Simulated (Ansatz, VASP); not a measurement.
**Two plane-wave programs on Na2HF**

```xyz
4
Lattice="3.5186 0.0000 0.0000 -1.7593 3.0472 0.0000 0.0000 0.0000 5.7659" Properties=species:S:1:pos:R:3 pbc="T T T"
Na    1.7593    1.0157    1.7016
Na    1.7593    1.0157    4.0643
H     0.0000    0.0000    0.0000
F     0.0000    2.0315    2.8830
```

Alike in both runs: task relaxation of cell and atoms; functional PBE; k mesh 6 × 6 × 4; occupations gaussian, width 0.1 eV; no spin polarisation.

|  | VASP | Ansatz |
| --- | --- | --- |
| version | VASP 6.6.1 | Ansatz 0.2.0 |
| potentials or method | VASP PAW PBE potentials, release 64 (Na_sv, H, F), cutoff 970 eV | scalar-relativistic, plane waves, PAW |
| valence electrons in the cell | 26 | 26 |

|  | VASP | Ansatz | Ansatz less VASP |
| --- | --- | --- | --- |
| gap on the k mesh at the Fermi level, each at its own relaxed structure (eV) | 3.25 | 3.15 | -0.101 |
| relaxed volume (Å³/atom) | 13.37 | 13.62 | +0.243 |
| relaxed length of the cell vector where the two differ most in proportion (Å) | 5.762 | 5.800 | +0.0379 |
